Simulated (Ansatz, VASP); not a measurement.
## Two plane-wave programs on Mn

INCAR

```
SYSTEM = Mn
PREC = Accurate
ENCUT = 520
EDIFF = 1E-7
ISMEAR = -1
SIGMA = 0.1
LREAL = .FALSE.
LASPH = .TRUE.
NELM = 60
ALGO = Normal
ISIF = 2
LWAVE = .FALSE.
LCHARG = .TRUE.
GGA = PE
LELF = .TRUE.
LVHAR = .TRUE.
NBANDS = 26
```

File KPOINTS:

```
regular mesh
0
G
  12 12 17
  0 0 0
```

The input POSCAR:

```
Mn
1.0
    3.7991207974      0.0000000000      0.0000000000
   -1.8995603987      3.2901351226      0.0000000000
    0.0000000000      0.0000000000      2.3828256491
Mn
3
Direct
    0.0000000000      0.0000000000      0.0000000000
    0.3333333333      0.6666666667      0.5000000000
    0.6666666667      0.3333333333      0.5000000000
```

Input for Ansatz:

```yaml
crystal:
  lattice:
    - [3.7991207974, 0.0, 0.0]
    - [-1.8995603987, 3.2901351226, 0.0]
    - [0.0, 0.0, 2.3828256491]
  atoms:
    - { symbol: Mn, position: [0.0, 0.0, 0.0] }
    - { symbol: Mn, position: [0.3333333333, 0.6666666667, 0.5] }
    - { symbol: Mn, position: [0.6666666667, 0.3333333333, 0.5] }
hamiltonian:
  xc: pbe
  pseudopotentials:
    kind: paw
    azcp:
      Mn: "pseudopotentials/Mn.paw.azcp"
basis:
  ecutwfc: 420
  fft_grid_basis: typed
kpoints:
  mp_grid: { grid: [12, 12, 17], shift: [0, 0, 0] }
magnetization:
  spin_polarized: false
scf:
  occupations: { method: fermi_dirac, width: 0.1 }
output:
  stress: true
```

Alike in both runs: task single point; functional PBE; k mesh 12 × 12 × 17; occupations fermi-dirac, width 0.1 eV; no spin polarisation.

```csv
,VASP,Ansatz
version,VASP 6.6.1,Ansatz 0.2.0
potentials or method,"VASP PAW PBE potentials, release 64 (Mn_pv), cutoff 520 eV","plane waves (420 eV) with PAW, scalar-relativistic"
valence electrons in the cell,39,45
```

```csv
,VASP,Ansatz,Ansatz less VASP
pressure (GPa),27.5,27.3,-0.15
"traceless stress, the component that is largest in VASP (GPa)",-1.22,-1.00,+0.229
```

VASP's potentials hold 39 valence electrons a cell and Ansatz's 45, so a difference there can come from the potentials and not from the codes.
